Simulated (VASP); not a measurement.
A run of VASP 6.6.1 is set up as follows.

Contents of INCAR:

```
SYSTEM = ZnC
PREC = Accurate
ENCUT = 520
EDIFF = 1E-6
ISMEAR = 0
SIGMA = 0.1
LREAL = .False.
LASPH = .True.
NELM = 150
ALGO = Normal
ISIF = 2
LWAVE = .False.
LCHARG = .False.
ISPIN = 2
MAGMOM = 0 1
LORBIT = 11
GGA = PE
NBANDS = 19
```

File KPOINTS:

```
regular mesh
0
Gamma
  8 8 8
  0 0 0
```

The input POSCAR:

```
ZnC
1.0
   -1.5206928389      1.5761790353      2.2078448093
    1.5206928389     -1.5761790353      2.2078448093
    1.5206928389      1.5761790353     -2.2078448093
Zn C
1 1
Direct
    0.5000000000      0.0000000000      0.5000000000
    0.0000000000      0.5000000000      0.5000000000
```

Potentials or basis: VASP PAW PBE potentials, release 64 (Zn, C).

Run with:

```console
$ cat potpaw_PBE.64/Zn/POTCAR potpaw_PBE.64/C/POTCAR > POTCAR
$ mpirun -np 1 vasp_std > vasp.out
```

(1) Predict the band gap on the k mesh.

(2) Estimate the net moment.

(3) Predict the pressure.

## Answers

(1) zero (filled and empty bands overlap).

(2) 0.00 μB per cell.

(3) 0.8 GPa.
